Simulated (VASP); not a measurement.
CdS (Hawleyite): single point with SVWN5

CdS (Hawleyite):

```
Cd S
1.0
     0.00000    2.87761    2.87761
     2.87761    0.00000    2.87761
     2.87761    2.87761    0.00000
Cd S
1 1
Direct
  0.00000 0.00000 0.00000
  0.75000 0.75000 0.75000
```

```json
{"Program": "VASP 6.6.1", "Task": "single point", "Functional": "SVWN5", "Potentials or basis": "VASP PAW PBE potentials, release 64 (Cd, S)", "Cutoff": "520 eV", "k mesh": "8 × 8 × 8", "Occupations": "fermi-dirac, width 0.05 eV", "Spin": "no spin polarisation"}
```

| Item | Value |
| --- | --- |
| Pressure | 0.5 GPa |
| Band gap on the k mesh | 0.96 eV, direct |

Levels at points of the mesh, in eV from the valence-band top:
```csv
k point,band 5,band 6,band 7,band 8,band 9,band 10,band 11,band 12,band 13,band 14
"(0.00, 0.00, 0.00)",-7.38,-7.38,0.00,0.00,0.00,0.96,6.37,6.37,6.37,11.27
"(0.50, 0.00, 0.00)",-7.34,-6.96,-4.78,-0.83,-0.83,2.83,6.86,6.86,7.35,10.89
"(0.50, 0.50, 0.00)",-7.28,-6.90,-4.25,-2.07,-2.07,3.25,4.20,9.14,10.79,10.79
```

Wall time 49 s on 1 thread of Intel Xeon 6975P-C (shared host), peak memory 0.16 GiB.

Caveat: the PAW data sets were made with another functional, which shifts forces and pressure a little.
